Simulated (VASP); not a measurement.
# Ti3Al5 (Cmmm) in VASP: single point with r2SCAN

Aim: the single point of Ti3Al5 with r2SCAN.

Program: VASP 6.6.1. These are calculated values, not measurements. Logs are shortened: lines on timing, memory, paths and dates and some standing lists are left out, and cuts for length are marked.

### Step 1. The cell of the first run

Symmetry: Cmmm, No. 65, orthorhombic system. The conventional cell has a = 5.444 Å, b = 5.582 Å, c = 8.325 Å, α = 90.00°, β = 90.00°, γ = 90.00°. Within 3.6 Å of Ti (site symmetry mmm) lie 4 Ti at 2.72 to 2.79 Å and 8 Al at 2.84 Å. Ti (site symmetry mmm) has 12 Al at 2.72 to 2.86 Å within 3.6 Å. Within 3.6 Å of Ti (site symmetry mmm) lie 4 Ti at 2.72 to 2.79 Å and 8 Al at 2.84 Å. Within 3.6 Å of Al (site symmetry 2) lie 6 Al at 2.72 to 2.86 Å and 6 Ti at 2.84 to 2.86 Å. Al (site symmetry mmm) has 4 Ti at 2.72 to 2.79 Å and 8 Al at 2.86 Å within 3.6 Å.

### Step 2. Single point, r2SCAN (strain +0.0250 x Voigt [0, 0, 0, 0, 0, 1])

Input file POSCAR:

```
Ti3Al5
1.0
    3.8982868407      0.0487285855      0.0000000000
    0.0487285855      3.8982868407      0.0000000000
    0.0000000000      0.0000000000      8.3249320111
Ti Al
3 5
Direct
    0.0000000000      0.0000000000      0.5000000000
    0.5000000000      0.5000000000      0.0000000000
    0.5000000000      0.5000000000      0.5000000000
    0.0000000000      0.5000000000      0.2513308179
    0.0000000000      0.5000000000      0.7486691821
    0.5000000000      0.0000000000      0.2513308179
    0.5000000000      0.0000000000      0.7486691821
    0.0000000000      0.0000000000      0.0000000000
```

Input file INCAR.step1:

```
PREC     = Accurate       # precision mode
ENCUT    = 520            # plane-wave cutoff, eV
ISMEAR   = 0              # smearing method
SIGMA    = 0.15           # smearing width, eV
LREAL    = F              # projectors in reciprocal space
LASPH    = T              # aspherical terms in the spheres
NELM     = 100            # most SCF steps
NBANDS   = 36             # bands
GGA      = PE             # functional
ALGO     = Normal         # electronic algorithm
EDIFF    = 1E-4           # SCF threshold, eV
LWAVE    = T              # write WAVECAR
LCHARG   = F              # write CHGCAR
```

Input file INCAR.step2:

```
PREC     = Accurate       # precision mode
ENCUT    = 520            # plane-wave cutoff, eV
EDIFF    = 1E-6           # SCF threshold, eV
ISMEAR   = 0              # smearing method
SIGMA    = 0.15           # smearing width, eV
LREAL    = F              # projectors in reciprocal space
LASPH    = T              # aspherical terms in the spheres
NELM     = 100            # most SCF steps
ALGO     = Normal         # electronic algorithm
ISIF     = 2              # what is computed and relaxed
LWAVE    = F              # write WAVECAR
LCHARG   = F              # write CHGCAR
METAGGA  = R2SCAN         # meta-GGA
LMIXTAU  = T            
NBANDS   = 36             # bands
ISTART   = 1
```

Input file KPOINTS:

```
regular mesh
0
Gamma
  10 10 6
```

Potentials or basis: VASP PAW PBE potentials, release 64 (Ti_sv, Al).

Launch:

```
> cat potpaw_PBE.64/Ti_sv/POTCAR potpaw_PBE.64/Al/POTCAR > POTCAR
> cp INCAR.step1 INCAR
> mpirun -np 1 vasp_std > vasp.out
> cp INCAR.step2 INCAR
> mpirun -np 1 vasp_std > vasp.out
```

OUTCAR:

```text
PREC = Accurate
   ENCUT = 520
   EDIFF = 1E-6
   ISMEAR = 0
   LREAL = F
   LASPH = T
   NELM = 100
   ISIF = 2
   METAGGA = R2SCAN
   ISTART = 1

 ion  position               nearest neighbor table
   1  0.000  0.000  0.500-   3 2.72   3 2.72   3 2.79   3 2.79   7 2.84   4 2.84   4 2.84   5 2.84
                             5 2.84   6 2.84   7 2.84   6 2.84
   2  0.500  0.500  0.000-   8 2.72   8 2.72   8 2.79   8 2.79   4 2.86   6 2.86   7 2.86   5 2.86
                             4 2.86   5 2.86   6 2.86   7 2.86
   3  0.500  0.500  0.500-   1 2.72   1 2.72   1 2.79   1 2.79   7 2.84   4 2.84   6 2.84   7 2.84
                             5 2.84   4 2.84   5 2.84   6 2.84
   4  0.000  0.500  0.251-   6 2.72   6 2.72   6 2.79   6 2.79   3 2.84   3 2.84   1 2.84   1 2.84
                             2 2.86   2 2.86   8 2.86   8 2.86
   5  0.000  0.500  0.749-   7 2.72   7 2.72   7 2.79   7 2.79   3 2.84   3 2.84   1 2.84   1 2.84
                             2 2.86   2 2.86   8 2.86   8 2.86
   6  0.500  0.000  0.251-   4 2.72   4 2.72   4 2.79   4 2.79   3 2.84   1 2.84   1 2.84   3 2.84
                             2 2.86   2 2.86   8 2.86   8 2.86
   7  0.500  0.000  0.749-   5 2.72   5 2.72   5 2.79   5 2.79   3 2.84   1 2.84   1 2.84   3 2.84
                             2 2.86   2 2.86   8 2.86   8 2.86
   8  0.000  0.000  0.000-   2 2.72   2 2.72   2 2.79   2 2.79   7 2.86   4 2.86   4 2.86   5 2.86
                             5 2.86   6 2.86   7 2.86   6 2.86

  LATTYP: Found a base centered orthorhombic cell.
 ALAT       =     5.4440974936
 B/A-ratio  =     1.0253164557
 C/A-ratio  =     1.5291665920

  Lattice vectors:

 A1 = (  -0.0487285855,  -3.8982868407,   0.0000000000)
 A2 = (   3.8982868407,   0.0487285855,   0.0000000000)
 A3 = (   0.0000000000,   0.0000000000,   8.3249320111)

Analysis of symmetry for initial positions (statically):
=====================================================================
 Subroutine PRICEL returns:
 Original cell was already a primitive cell.

 Routine SETGRP: Setting up the symmetry group for a
 base centered orthorhombic supercell.

 Subroutine GETGRP returns: Found  8 space group operations
 (whereof  8 operations were pure point group operations)
 out of a pool of  8 trial point group operations.

The static configuration has the point symmetry D_2h.

Analysis of symmetry for dynamics (positions and initial velocities):
=====================================================================
 Subroutine PRICEL returns:
 Original cell was already a primitive cell.

 Routine SETGRP: Setting up the symmetry group for a
 base centered orthorhombic supercell.

 Subroutine GETGRP returns: Found  8 space group operations
[... 119 lines left out ...]
   IBRION =     -1    ionic relax: 0-MD 1-quasi-New 2-CG
   NFREE  =      0    steps in history (QN), initial steepest desc. (CG)
   ISIF   =      2    stress and relaxation
   ISYM   =      2    0-nonsym 1-usesym 2-fastsym
   POTIM  = 0.5000    time-step for ionic-motion
   TEBEG  =    0.0;   TEEND  =   0.0 temperature during run
   PSTRESS=    0.0 pullay stress
   NELECT =      51.0000    total number of electrons
   NUPDOWN=      -1.0000    fix difference up-down
   EMIN   =  10.00;   EMAX   =-10.00  energy-range for DOS
   EFERMI =   0.00;   METHOD = LEGACY
   ISMEAR =     0;   SIGMA  =   0.15  broadening in eV -4-tet -1-fermi 0-gaus
   EFERMI_NEDOS =   21; number of points for ismear=-14 and -15
   IALGO  =     38    algorithm
   IMIX   =      4    mixing-type and parameters
     AMIX     =   0.40;   BMIX     =  1.00
     AMIX_MAG =   1.60;   BMIX_MAG =  1.00
  volume/ion in A,a.u.               =      15.81       106.70
  Fermi-wavevector in a.u.,A,eV,Ry     =   1.209423  2.285477 19.901283  1.462703
  Thomas-Fermi vector in A             =   2.345000
   LORBIT       =      0    0 simple, 1 ext, 2 COOP (PROOUT), +10 PAW based schemes
   METAGGA = R2SCAN    functional components
   LHFCALC =     F    Hartree Fock is set to
   AEXX    =    0.0000 exact exchange contribution
   IVDW    =     0    specifies the selected vdW correction
   LEPSILON=     F    determine dielectric tensor
   LRPA    =     F    only Hartree local field effects (RPA)
 non-spin polarized calculation
 Gauss-broadening in eV      SIGMA  =   0.15
  energy-cutoff  :      520.00
  volume of cell :      126.49
 maximum number of plane-waves:      3440
 NGX is ok and might be reduce to    30
   NGX = 15   NGY = 15   NGZ = 31

 number of electron      50.9999996 magnetization

 Free energy of the ion-electron system (eV)
  ---------------------------------------------------
  ext. energy  EPLUGINS =         0.00000000
  ---------------------------------------------------
  free energy    TOTEN  =       -76.05197883 eV

  energy without entropy =      -75.99789883  energy(sigma->0) =      -76.02493883

 E-fermi :   8.5380     XC(G=0): -11.7348

 val. band max:        8.5347192805   @ k =  -0.2000   0.1000   0.5000
 cond. band min:       8.5400363494   @ k =  -0.4000   0.2000   0.5000
 fundamental gap:      0.0053170689
 Fermi energy:         8.5380209327

 k-point     1 :       0.0000    0.0000    0.0000
  band No.  band energies     occupation
      1     -50.5548      2.00000
      2     -50.3854      2.00000
      3     -50.0598      2.00000
      4     -25.8139      2.00000
      5     -25.8130      2.00000
      6     -25.7895      2.00000
[... 925 lines left out ...]
     35      11.4226      0.00000
     36      11.7110      0.00000

 [... further k-points ...]
[... 5 lines left out ...]
  --------------------------------------------------------------------------------------
  -------------------------------------------------------------------------------------
  Total        0.1948307      0.1948307     -0.1041809     -2.0334107      0.0000000      0.0000000
  in kB        2.4677866      2.4677866     -1.3195873    -25.7558131      0.0000000      0.0000000
  external PRESSURE =       1.2053286 kB  Pullay stress =       0.0000000 kB

 VOLUME and BASIS-vectors are now :
 -----------------------------------------------------------------------------
  energy-cutoff  :      520.00
  volume of cell :      126.49
      direct lattice vectors                 reciprocal lattice vectors
     3.898286841  0.048728585  0.000000000     0.256563028 -0.003207038  0.000000000
     0.048728585  3.898286841  0.000000000    -0.003207038  0.256563028  0.000000000
     0.000000000  0.000000000  8.324932011     0.000000000  0.000000000  0.120121101

 POSITION                                       TOTAL-FORCE (eV/Angst)
 -----------------------------------------------------------------------------------
      0.00000      0.00000      4.16247         0.000000      0.000000      0.000000
      1.97351      1.97351      0.00000         0.000000      0.000000      0.000000
      1.97351      1.97351      4.16247         0.000000      0.000000      0.000000
      0.02436      1.94914      2.09231        -0.000000     -0.000000     -0.011711
      0.02436      1.94914      6.23262         0.000000      0.000000      0.011711
      1.94914      0.02436      2.09231         0.000000     -0.000000     -0.011711
      1.94914      0.02436      6.23262         0.000000      0.000000      0.011711
      0.00000      0.00000      0.00000         0.000000      0.000000      0.000000
 -----------------------------------------------------------------------------------
    total drift:                                0.000000      0.000000      0.000000

  FREE ENERGIE OF THE ION-ELECTRON SYSTEM (eV)
  ---------------------------------------------------
  free  energy   TOTEN  =       -76.0519788260 eV

  energy  without entropy=      -75.9978988296  energy(sigma->0) =      -76.02493883
```

OSZICAR.step1:

```text
N       E                     dE             d eps       ncg     rms          rms(c)
DAV:   1     0.532390611999E+03    0.53239E+03   -0.23078E+04  8984   0.144E+03
DAV:   2     0.155759347856E+02   -0.51681E+03   -0.50270E+03  8968   0.450E+02
DAV:   3    -0.425248040969E+02   -0.58101E+02   -0.56576E+02 14220   0.130E+02
DAV:   4    -0.500898640181E+02   -0.75651E+01   -0.74636E+01 14136   0.388E+01
DAV:   5    -0.504734137491E+02   -0.38355E+00   -0.38328E+00 12660   0.808E+00    0.178E+01
DAV:   6    -0.466721631259E+02    0.38013E+01   -0.51160E+01 13092   0.420E+01    0.976E+00
DAV:   7    -0.465937231356E+02    0.78440E-01   -0.24594E+01 12284   0.271E+01    0.828E+00
DAV:   8    -0.455632180645E+02    0.10305E+01   -0.30109E+00 12192   0.106E+01    0.433E+00
DAV:   9    -0.454419031870E+02    0.12131E+00   -0.12741E+00 12396   0.664E+00    0.211E+00
DAV:  10    -0.454533839896E+02   -0.11481E-01   -0.61876E-01 12784   0.765E+00    0.222E+00
DAV:  11    -0.454046687226E+02    0.48715E-01   -0.23548E-01 11800   0.312E+00    0.421E-01
DAV:  12    -0.454066266366E+02   -0.19579E-02   -0.14507E-02 11820   0.817E-01    0.127E-01
DAV:  13    -0.454065752352E+02    0.51401E-04   -0.13084E-03 12484   0.241E-01    0.871E-02
DAV:  14    -0.454065699411E+02    0.52941E-05   -0.49945E-04 11012   0.176E-01
   1 F= -.45406570E+02 E0= -.45377232E+02  d E =-.586765E-01
```

Run time: 38 min. Hardware: 1 thread of Oxide Virtual Turin-like, shared host; peak memory 0.52 GiB.

Results:

```
Free energy            : -76.0520 eV
Pressure               : 0.1 GPa
Largest force          : 0.012 eV/Å
Band gap on the k mesh : zero (an odd number of electrons rules out a gap without spin polarisation)
```

Forces on the atoms (eV/Å):
```
Ti   0.000  0.000  0.000
Ti   0.000  0.000  0.000
Ti   0.000  0.000  0.000
Al   0.000  0.000 -0.012
Al   0.000  0.000  0.012
Al   0.000  0.000 -0.012
Al   0.000  0.000  0.012
Al   0.000  0.000  0.000
```

Caveat: the cell differs from its parent crystal (strain +0.0250 x Voigt [0, 0, 0, 0, 0, 1]); the PAW data sets were made with another functional, which shifts forces and pressure a little.
